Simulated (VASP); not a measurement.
## TePt: single point with r2SCAN

The system is TePt.

```xyz
4
Lattice="4.2377 0.0000 0.0000 -2.1188 3.6699 0.0000 0.0000 0.0000 5.6293" Properties=species:S:1:pos:R:3 pbc="T T T"
Te    0.0000    2.4466    1.4073
Te    2.1188    1.2233    4.2219
Pt    0.0000    0.0000    0.0000
Pt    0.0000    0.0000    2.8146
```

| Quantity | Value |
| --- | --- |
| Program | VASP 6.6.1 |
| Task | single point |
| Functional | r2SCAN |
| Potentials or basis | VASP PAW PBE potentials, release 64 (Te, Pt) |
| Cutoff | 520 eV |
| k mesh | 12 × 12 × 8 |
| Occupations | gaussian, width 0.1 eV |
| Spin | no spin polarisation |
| Dipole correction | no |
| Further INCAR settings | ALGO = Normal; EDIFF = 1e-07; NBANDS = 24 |

| Quantity | Value |
| --- | --- |
| Pressure | 0.0 GPa |
| Band gap on the k mesh | zero (bands 16 and 17 overlap by 1.30 eV) |

Levels at points of the mesh, in eV from the Fermi level:
```
           k point  band 12  band 13  band 14  band 15  band 16  band 17  band 18  band 19  band 20  band 21
(0.00, 0.00, 0.00)    -2.03    -1.73    -1.73     0.11     0.49     1.86     2.09     2.25     2.25     4.91
(0.50, 0.00, 0.00)    -2.94    -2.61    -2.22    -2.03    -1.55     1.32     2.56     3.81     3.86     4.20
(0.00, 0.00, 0.50)    -3.43    -2.54    -2.54     0.97     0.97     0.97     0.97     4.21     4.21     5.87
(0.50, 0.00, 0.50)    -3.03    -3.00    -3.00    -0.43    -0.43     0.50     0.50     2.68     2.68     7.17
```

Wall time 8.1 min on 1 thread of AMD EPYC 9R45 96-Core Processor (Zen 5), with other jobs on the host, peak memory 0.31 GiB.

Caveat: the PAW data sets were made with another functional, which shifts forces and pressure a little; spin-orbit coupling is left out, which moves the levels of the heavy elements.
